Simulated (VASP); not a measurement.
# Si16O (a cell with a defect) in VASP: further runs

Si16O (a cell with a defect) is run at these levels: PBE; tasks: single point, molecular dynamics.

All numbers are computed with VASP 6.6.1; they aren't measurements. Logs are shortened: lines on timing, memory, paths and dates and some standing lists are left out, and cuts for length are marked.

### Step 1. The cell of the first run

The cell holds a defect, 17 atoms: a = 7.679 Å, b = 7.679 Å, c = 7.679 Å, α = 60.00°, β = 60.00°, γ = 60.00°.

### Step 2. Single point, PBE, collinear spin, ferromagnetic start

Contents of INCAR:

```
ALGO = Normal
EDIFF = 1E-6
ENCUT = 520
GGA = PE
ISIF = 2
ISMEAR = -1
ISPIN = 2
LASPH = T
LCHARG = T
LELF = T
LORBIT = 11
LREAL = Auto
LVHAR = T
LWAVE = F
MAGMOM = 0 0 0 0 0 0 0 0 0 0 0 0 0 0 0 0 1
NBANDS = 53
NELM = 150
PREC = Accurate
SIGMA = 0.05
```

Contents of KPOINTS:

```
k-points
0
Gamma
  2 2 2
```

Contents of POSCAR:

```
Si16O
1.0
    0.0000000000      5.4300000000      5.4300000000
    5.4300000000      0.0000000000      5.4300000000
    5.4300000000      5.4300000000      0.0000000000
Si O
16 1
Direct
    0.0006773198     -0.0228208962      0.0192703174
    0.1263692407      0.1159562969      0.1291137925
    0.0049900189     -0.0147165487      0.5035733316
    0.1281175346      0.0960604565      0.6438687336
    0.0043310929      0.4908550023      0.0050091950
    0.0866270273      0.6041053502      0.1842672912
   -0.0238030356      0.4695625527      0.5558779339
    0.1334778066      0.6103842891      0.6293929432
    0.5004360261      0.0049329010     -0.0120869300
    0.6274008546      0.1136560179      0.1280413596
    0.5039457864     -0.0071345250      0.4974206754
    0.6308380232      0.1244933815      0.6123850985
    0.4577178474      0.4786813255      0.0510920408
    0.6327388541      0.6312664489      0.0803429228
    0.5088494997      0.4974140367      0.4516331641
    0.6201694420      0.6271377265      0.5815037342
    0.4353826615      0.5592539844      0.8157275961
```

Potentials or basis: VASP PAW PBE potentials, release 64 (Si, O).

On the command line:

```console
$ cat potpaw_PBE.64/Si/POTCAR potpaw_PBE.64/O/POTCAR > POTCAR
$ mpirun -np 1 vasp_std > vasp.out
```

OUTCAR:

```text
EDIFF = 1E-6
   ENCUT = 520
   GGA = PE
   ISIF = 2
   ISMEAR = -1
   ISPIN = 2
   LASPH = T
   LORBIT = 11
   LREAL = Auto
   NELM = 150
   PREC = Accurate

 ion  position               nearest neighbor table
   1  0.001  0.977  0.019-  10 2.34   2 2.35   4 2.35   6 2.36
   2  0.126  0.116  0.129-   3 2.35   9 2.35   1 2.35   5 2.35
   3  0.005  0.985  0.504-   2 2.35  12 2.35   4 2.35   8 2.35
   4  0.128  0.096  0.644-   3 2.35   1 2.35   7 2.36  11 2.36
   5  0.004  0.491  0.005-   2 2.35  14 2.35   8 2.36   6 2.38
   6  0.087  0.604  0.184-  13 2.33   7 2.33   1 2.36   5 2.38
   7  0.976  0.470  0.556-  16 2.32   6 2.33   8 2.35   4 2.36
   8  0.133  0.610  0.629-   3 2.35   7 2.35   5 2.36  15 2.38
   9  0.500  0.005  0.988-   2 2.35  14 2.35  12 2.35  10 2.36
  10  0.627  0.114  0.128-  11 2.32  13 2.32   1 2.34   9 2.36
  11  0.504  0.993  0.497-  16 2.31  10 2.32  12 2.34   4 2.36
  12  0.631  0.124  0.612-  11 2.34   3 2.35  15 2.35   9 2.35
  13  0.458  0.479  0.051-  17 1.66  10 2.32  14 2.32   6 2.33  16 2.94
  14  0.633  0.631  0.080-  13 2.32  15 2.33   5 2.35   9 2.35
  15  0.509  0.497  0.452-  16 2.33  14 2.33  12 2.35   8 2.38
  16  0.620  0.627  0.582-  17 1.66  11 2.31   7 2.32  15 2.33  13 2.94
  17  0.435  0.559  0.816-  13 1.66  16 1.66

  LATTYP: Found a face centered cubic cell.
 ALAT       =    10.8600000000

  Lattice vectors:

 A1 = (   0.0000000000,   5.4300000000,   5.4300000000)
 A2 = (   5.4300000000,   0.0000000000,   5.4300000000)
 A3 = (   5.4300000000,   5.4300000000,   0.0000000000)

Analysis of symmetry for initial positions (statically):
=====================================================================
 Subroutine PRICEL returns:
 Original cell was already a primitive cell.

 Routine SETGRP: Setting up the symmetry group for a
 face centered cubic supercell.

 Subroutine GETGRP returns: Found  1 space group operations
 (whereof  1 operations were pure point group operations)
 out of a pool of 48 trial point group operations.

The static configuration has the point symmetry C_1 .

Analysis of symmetry for dynamics (positions and initial velocities):
=====================================================================
 Subroutine PRICEL returns:
 Original cell was already a primitive cell.

 Routine SETGRP: Setting up the symmetry group for a
 face centered cubic supercell.

 Subroutine GETGRP returns: Found  1 space group operations
 (whereof  1 operations were pure point group operations)
 out of a pool of 48 trial point group operations.

The dynamic configuration has the point symmetry C_1 .

Analysis of structural, dynamic, and magnetic symmetry:
=====================================================================
 Subroutine PRICEL returns:
 Original cell was already a primitive cell.

 Routine SETGRP: Setting up the symmetry group for a
 face centered cubic supercell.

 Subroutine GETGRP returns: Found  1 space group operations
 (whereof  1 operations were pure point group operations)
 out of a pool of 48 trial point group operations.

The overall configuration has the point symmetry C_1 .

 Subroutine INISYM returns: Found  1 space group operations
 (whereof  1 operations are pure point group operations),
 and found     1 'primitive' translations

----------------------------------------------------------------------------------------

                                     Primitive cell

  volume of cell :     320.2060

  direct lattice vectors                    reciprocal lattice vectors
     0.000000000  5.430000000  5.430000000    -0.092081031  0.092081031  0.092081031
     5.430000000  0.000000000  5.430000000     0.092081031 -0.092081031  0.092081031
     5.430000000  5.430000000  0.000000000     0.092081031  0.092081031 -0.092081031

  length of vectors
     7.679179644  7.679179644  7.679179644     0.159489025  0.159489025  0.159489025

  position of ions in fractional coordinates (direct lattice)
     0.000677320  0.977179104  0.019270317
     0.126369241  0.115956297  0.129113793
     0.004990019  0.985283451  0.503573332
     0.128117535  0.096060456  0.643868734
     0.004331093  0.490855002  0.005009195
     0.086627027  0.604105350  0.184267291
[... 9 lines left out ...]
     0.620169442  0.627137727  0.581503734
     0.435382662  0.559253984  0.815727596

  ion indices of the primitive-cell ions
   primitive index   ion index
                 1           1
                 2           2
                 3           3
                 4           4
                 5           5
                 6           6
[... 9 lines left out ...]
                16          16
                17          17

----------------------------------------------------------------------------------------

 KPOINTS: k-points

Automatic generation of k-mesh.
 Grid dimensions read from file:
 generate k-points for:    2    2    2

 Generating k-lattice:

  Cartesian coordinates                     Fractional coordinates (reciprocal lattice)
    -0.046040516  0.046040516  0.046040516     0.500000000  0.000000000  0.000000000
     0.046040516 -0.046040516  0.046040516     0.000000000  0.500000000  0.000000000
     0.046040516  0.046040516 -0.046040516     0.000000000  0.000000000  0.500000000

  Length of vectors
     0.079744512  0.079744512  0.079744512

  Shift w.r.t. Gamma in fractional coordinates (k-lattice)
     0.000000000  0.000000000  0.000000000

 Subroutine IBZKPT returns following result:
 ===========================================

 Found      8 irreducible k-points:

 Following reciprocal coordinates:
            Coordinates               Weight
  0.000000  0.000000  0.000000      1.000000
  0.500000  0.000000  0.000000      1.000000
  0.000000  0.500000  0.000000      1.000000
  0.000000  0.000000  0.500000      1.000000
  0.500000  0.500000  0.500000      1.000000
  0.500000  0.500000  0.000000      1.000000
  0.000000  0.500000  0.500000      1.000000
  0.500000  0.000000  0.500000      1.000000
   k-points           NKPTS =      8   k-points in BZ     NKDIM =      8   number of bands    NBANDS=     53
   number of dos      NEDOS =    301   number of ions     NIONS =     17
   total plane-waves  NPLWV = 216000
   dimension x,y,z NGX =    60 NGY =   60 NGZ =   60
   dimension x,y,z NGXF=   120 NGYF=  120 NGZF=  120
   ions per type =              16   1
   NGX,Y,Z   is equivalent  to a cutoff of  12.99, 12.99, 12.99 a.u.
   NGXF,Y,Z  is equivalent  to a cutoff of  25.98, 25.98, 25.98 a.u.
 SYSTEM =  unknown system
   PREC   = accura    normal or accurate (medium, high low for compatibility)
   ISTART =      0    job   : 0-new  1-cont  2-samecut
   ICHARG =      2    charge: 1-file 2-atom 10-const
   ISPIN  =      2    spin polarized calculation?
   LNONCOLLINEAR =      F non collinear calculations
   LSORBIT =      F    spin-orbit coupling
   LASPH  =      T    aspherical Exc in radial PAW
   ENCUT  =  520.0 eV  38.22 Ry    6.18 a.u.  14.28 14.28 14.28*2*pi/ulx,y,z
   NELM   =    150;   NELMIN=  2; NELMDL= -5     # of ELM steps
   EDIFF  = 0.1E-05   stopping-criterion for ELM
   LREAL  =      T    real-space projection
   EDIFFG = 0.1E-04   stopping-criterion for IOM
   NSW    =      0    number of steps for IOM
   IBRION =     -1    ionic relax: 0-MD 1-quasi-New 2-CG
   NFREE  =      0    steps in history (QN), initial steepest desc. (CG)
   ISIF   =      2    stress and relaxation
   ISYM   =      2    0-nonsym 1-usesym 2-fastsym
   POTIM  = 0.5000    time-step for ionic-motion
   TEBEG  =    0.0;   TEEND  =   0.0 temperature during run
   PSTRESS=    0.0 pullay stress
   NELECT =      70.0000    total number of electrons
   NUPDOWN=      -1.0000    fix difference up-down
   EMIN   =  10.00;   EMAX   =-10.00  energy-range for DOS
   EFERMI =   0.00;   METHOD = LEGACY
   ISMEAR =    -1;   SIGMA  =   0.05  broadening in eV -4-tet -1-fermi 0-gaus
   EFERMI_NEDOS =   21; number of points for ismear=-14 and -15
   IALGO  =     38    algorithm
   IMIX   =      4    mixing-type and parameters
     AMIX     =   0.40;   BMIX     =  1.00
     AMIX_MAG =   1.60;   BMIX_MAG =  1.00
  volume/ion in A,a.u.               =      18.84       127.11
  Fermi-wavevector in a.u.,A,eV,Ry     =   0.986199  1.863645 13.232857  0.972588
  Thomas-Fermi vector in A             =   2.117562
   LORBIT       =     11    0 simple, 1 ext, 2 COOP (PROOUT), +10 PAW based schemes
   GGA     = PE    functional components
   LHFCALC =     F    Hartree Fock is set to
   AEXX    =    0.0000 exact exchange contribution
   IVDW    =     0    specifies the selected vdW correction
   LEPSILON=     F    determine dielectric tensor
   LRPA    =     F    only Hartree local field effects (RPA)
 spin polarized calculation
  energy-cutoff  :      520.00
  volume of cell :      320.21
 maximum number of plane-waves:      8646
 NGX is ok and might be reduce to    60
   NGX = 29   NGY = 29   NGZ = 29

 number of electron      69.9999998 magnetization      -0.0000957

 number of electron      69.9999998 magnetization       0.0000411

 Free energy of the ion-electron system (eV)
  ---------------------------------------------------
  ext. energy  EPLUGINS =         0.00000000
  ---------------------------------------------------
  free energy    TOTEN  =       -92.69573546 eV

  energy without entropy =      -92.69432738  energy(sigma->0) =      -92.69503142

 E-fermi :   6.1379     XC(G=0):  -9.5325

 val. band max:        5.8797067723   @ k =   0.0000   0.0000   0.0000
 cond. band min:       6.3725238618   @ k =   0.0000   0.0000   0.0000
 fundamental gap:      0.4928170895
 Fermi energy:         6.1379228785

 spin component 1

 k-point     1 :       0.0000    0.0000    0.0000
  band No.  band energies     occupation
      1     -14.4408      1.00000
      2      -5.8123      1.00000
      3      -4.3861      1.00000
      4      -3.6902      1.00000
      5      -3.6680      1.00000
      6      -3.3244      1.00000
[... 39 lines left out ...]
     46       8.6617      0.00000
     47       8.6972      0.00000
[... 308 lines left out ...]
      6      -3.9648      1.00000
[... 39 lines left out ...]
     46      10.1864      0.00000
     47      10.4787      0.00000
 Fermi energy:         6.1379228785

 spin component 2

 k-point     1 :       0.0000    0.0000    0.0000
  band No.  band energies     occupation
      1     -14.4409      1.00000
      2      -5.8123      1.00000
      3      -4.3861      1.00000
      4      -3.6902      1.00000
      5      -3.6680      1.00000
      6      -3.3244      1.00000
[... 39 lines left out ...]
     46       8.6617      0.00000
     47       8.6972      0.00000
[... 308 lines left out ...]
      6      -3.9648      1.00000
[... 39 lines left out ...]
     46      10.1864      0.00000
     47      10.4787      0.00000
 [bands above 47 left out]

------------------------ aborting loop because EDIFF is reached ----------------------------------------

  FORCE on cell =-STRESS in cart. coord.  units (eV):
  Direction    XX          YY          ZZ          XY          YZ          ZX
  --------------------------------------------------------------------------------------
  -------------------------------------------------------------------------------------
  Total        9.0668882      8.4484839      8.4982762      2.3933649     -3.0426545     -2.2064588
  in kB       45.3669268     42.2726892     42.5218292     11.9753997    -15.2241738    -11.0401995
  external PRESSURE =      43.3871484 kB  Pullay stress =       0.0000000 kB

 VOLUME and BASIS-vectors are now :
 -----------------------------------------------------------------------------
  energy-cutoff  :      520.00
  volume of cell :      320.21
      direct lattice vectors                 reciprocal lattice vectors
     0.000000000  5.430000000  5.430000000    -0.092081031  0.092081031  0.092081031
     5.430000000  0.000000000  5.430000000     0.092081031 -0.092081031  0.092081031
     5.430000000  5.430000000  0.000000000     0.092081031  0.092081031 -0.092081031

 POSITION                                       TOTAL-FORCE (eV/Angst)
 -----------------------------------------------------------------------------------
      5.41072      0.10832      5.30976         0.002197      0.017141      0.002426
      1.33073      1.38727      1.31583        -0.000715     -0.008870     -0.008123
      8.08449      2.76150      5.37718         0.002382      0.002742     -0.005421
      4.01782      4.19189      1.21729         0.008650     -0.015585      0.002893
      2.69254      0.05072      2.68886         0.009439     -0.001967     -0.007128
      4.28086      1.47096      3.75068        -0.001491      0.001433      0.006830
[... 9 lines left out ...]
      6.56292      6.52509      6.77288        -0.057131     -0.010746      0.040548
      7.46615      6.79353      5.40088         0.002204     -0.029725     -0.029431
 -----------------------------------------------------------------------------------
    total drift:                               -0.003105      0.000845      0.001325

  FREE ENERGIE OF THE ION-ELECTRON SYSTEM (eV)
  ---------------------------------------------------
  free  energy   TOTEN  =       -92.6957354646 eV

  energy  without entropy=      -92.6943273805  energy(sigma->0) =      -92.69503142

 total charge

# of ion       s       p       d       tot
------------------------------------------
    1        0.739   0.953   0.000   1.692
    2        0.738   0.960   0.000   1.698
    3        0.738   0.960   0.000   1.698
    4        0.740   0.948   0.000   1.688
    5        0.744   0.937   0.000   1.681
    6        0.749   0.955   0.000   1.704
[... 9 lines left out ...]
   16        0.742   0.945   0.000   1.688
   17        1.576   3.599   0.000   5.175
--------------------------------------------------
tot         13.462  18.892   0.000  32.353

 magnetization (x)

# of ion       s       p       d       tot
------------------------------------------
    1       -0.000  -0.000   0.000  -0.000
    2        0.000   0.000   0.000   0.000
    3        0.000   0.000   0.000   0.000
    4       -0.000  -0.000   0.000  -0.000
    5        0.000  -0.000   0.000  -0.000
    6        0.000   0.000   0.000   0.000
[... 9 lines left out ...]
   16        0.000   0.000   0.000   0.000
   17       -0.000  -0.000   0.000  -0.000
--------------------------------------------------
tot         -0.000  -0.000   0.000  -0.000
```

It took 9.7 min on 1 thread of AMD EPYC 7R13 (Zen 3), shared host; peak memory 0.68 GiB.

What came out:

| Item | Value |
| --- | --- |
| Free energy | -92.6957 eV |
| Pressure | 4.3 GPa |
| Largest force | 0.071 eV/Å |
| Band gap on the k mesh | 0.49 eV |
| Net moment | 0.00 μB per cell |
| Valence electrons inside the program's atomic spheres | Si 1.69, 1.70, 1.68, 1.71, 1.72 (each value once); O 5.17 |

Forces on the atoms (eV/Å):
```
Si   0.002  0.017  0.002
Si  -0.001 -0.009 -0.008
Si   0.002  0.003 -0.005
Si   0.009 -0.016  0.003
Si   0.009 -0.002 -0.007
Si  -0.001  0.001  0.007
Si   0.011 -0.001  0.002
Si  -0.015 -0.011 -0.004
Si  -0.005 -0.009  0.004
Si   0.020  0.003  0.001
Si   0.001  0.003  0.004
Si  -0.003  0.014  0.003
Si   0.019  0.060 -0.004
Si  -0.008  0.003 -0.008
Si   0.015 -0.017 -0.001
Si  -0.057 -0.011  0.041
O    0.002 -0.030 -0.029
```

Caveat: the k points lie up to 0.50 Å⁻¹ apart.

### Step 3. Molecular dynamics, PBE, collinear spin, zero start

Contents of INCAR:

```
PREC = Normal
ENCUT = 440
EDIFF = 1E-5
ISMEAR = -1
SIGMA = 0.05
LREAL = False
LASPH = True
NELM = 200
ALGO = Normal
ISIF = 2
LWAVE = False
LCHARG = True
ISPIN = 2
MAGMOM = 0 0 0 0 0 0 0 0 0 0 0 0 0 0 0 0 0
LORBIT = 11
GGA = PE
IBRION = 0
NSW = 40
POTIM = 1.0
TEBEG = 600.0
TEEND = 600.0
ISYM = 0
NELMIN = 4
RANDOM_SEED = 203973 0 0
MDALGO = 2
SMASS = 0
GGA_COMPAT = False
MAXMIX = 40
```

Contents of KPOINTS:

```
regular mesh
0
Gamma
  2 2 2
```

Contents of POSCAR:

```
Si16O
1.0
    0.0000000000      5.4300000000      5.4300000000
    5.4300000000      0.0000000000      5.4300000000
    5.4300000000      5.4300000000      0.0000000000
Si O
16 1
Direct
    0.0006773200     -0.0228209000      0.0192703200
    0.1263692400      0.1159563000      0.1291137900
    0.0049900200     -0.0147165500      0.5035733300
    0.1281175300      0.0960604600      0.6438687300
    0.0043310900      0.4908550000      0.0050092000
    0.0866270300      0.6041053500      0.1842672900
   -0.0238030400      0.4695625500      0.5558779300
    0.1334778100      0.6103842900      0.6293929400
    0.5004360300      0.0049329000     -0.0120869300
    0.6274008500      0.1136560200      0.1280413600
    0.5039457900     -0.0071345200      0.4974206800
    0.6308380200      0.1244933800      0.6123851000
    0.4577178500      0.4786813300      0.0510920400
    0.6327388500      0.6312664500      0.0803429200
    0.5088495000      0.4974140400      0.4516331600
    0.6201694400      0.6271377300      0.5815037300
    0.4353826600      0.5592539800      0.8157276000
```

Potentials or basis: VASP PAW PBE potentials, release 64 (Si, O).

On the command line:

```console
$ cat potpaw_PBE.64/Si/POTCAR potpaw_PBE.64/O/POTCAR > POTCAR
$ mpirun -np 1 vasp_std > vasp.out
```

It took 44 min on 1 thread of Intel Xeon 8259CL, shared host; peak memory 0.55 GiB.

The run converged. Its results:

- Valence electrons inside the program's atomic spheres: Si 1.67, 1.69, 1.66, 1.64, 1.68, 1.70, 1.59 (each value once); O 5.03

Step by step:
| step | potential energy change (eV) | largest force (eV/Å) | pressure (GPa) | volume (Å³) | temperature (K) |
| --- | --- | --- | --- | --- | --- |
| 1 | 0.0000 | 0.0649 | 4.27 | 320.21 | 600 |
| 2 | 0.0088 | 0.3309 | 4.30 | 320.21 | 596 |
| 3 | 0.0327 | 0.6064 | 4.39 | 320.21 | 584 |
| 4 | 0.0709 | 0.8809 | 4.47 | 320.21 | 566 |
| 5 | 0.1218 | 1.1448 | 4.56 | 320.21 | 543 |
| 6 | 0.1837 | 1.3978 | 4.64 | 320.21 | 516 |
| 7 | 0.2544 | 1.6283 | 4.74 | 320.21 | 485 |
| 8 | 0.3318 | 1.8376 | 4.82 | 320.21 | 454 |
| 9 | 0.4135 | 2.0206 | 4.89 | 320.21 | 423 |
| 10 | 0.4973 | 2.1724 | 4.97 | 320.21 | 393 |
| 11 | 0.5810 | 2.2930 | 5.03 | 320.21 | 365 |
| 12 | 0.6627 | 2.3799 | 5.07 | 320.21 | 341 |
| 13 | 0.7408 | 2.4320 | 5.10 | 320.21 | 322 |
| 14 | 0.8136 | 2.4515 | 5.10 | 320.21 | 307 |
| 15 | 0.8802 | 2.4384 | 5.09 | 320.21 | 299 |
| 16 | 0.9396 | 2.3943 | 5.06 | 320.21 | 297 |
| 17 | 0.9912 | 2.3229 | 5.00 | 320.21 | 303 |
| 18 | 1.0346 | 2.2269 | 4.93 | 320.21 | 318 |
| 19 | 1.0698 | 2.2598 | 4.82 | 320.21 | 343 |
| 20 | 1.0968 | 2.2983 | 4.70 | 320.21 | 379 |
| 21 | 1.1160 | 2.3285 | 4.55 | 320.21 | 429 |
| 22 | 1.1283 | 2.3502 | 4.38 | 320.21 | 494 |
| 23 | 1.1347 | 2.3629 | 4.17 | 320.21 | 575 |
| 24 | 1.1364 | 2.3661 | 3.95 | 320.21 | 672 |
| 25 | 1.1353 | 2.3591 | 3.70 | 320.21 | 786 |
| 26 | 1.1334 | 2.3410 | 3.45 | 320.21 | 912 |
| 27 | 1.1332 | 2.3112 | 3.18 | 320.21 | 1044 |
| 28 | 1.1372 | 2.2692 | 2.90 | 320.21 | 1170 |
| 29 | 1.1478 | 2.2272 | 2.62 | 320.21 | 1279 |
| 30 | 1.1670 | 2.4467 | 2.35 | 320.21 | 1355 |
| 31 | 1.1959 | 2.6381 | 2.09 | 320.21 | 1387 |
| 32 | 1.2345 | 2.8010 | 1.83 | 320.21 | 1371 |
| 33 | 1.2818 | 2.9367 | 1.62 | 320.21 | 1308 |
| 34 | 1.3356 | 3.0517 | 1.40 | 320.21 | 1208 |
| 35 | 1.3931 | 3.1236 | 1.23 | 320.21 | 1084 |
| 36 | 1.4512 | 3.1824 | 1.08 | 320.21 | 950 |
| 37 | 1.5072 | 3.2185 | 0.96 | 320.21 | 819 |
| 38 | 1.5584 | 3.2345 | 0.85 | 320.21 | 697 |
| 39 | 1.6028 | 3.2338 | 0.77 | 320.21 | 591 |
| 40 | 1.6391 | 3.2175 | 0.70 | 320.21 | 501 |

Caveat: the k points lie up to 0.50 Å⁻¹ apart; the cutoff is under 1.25 times the usual one of these potentials, so pressure, stress and relaxed cells hold a basis-set (Pulay) error.
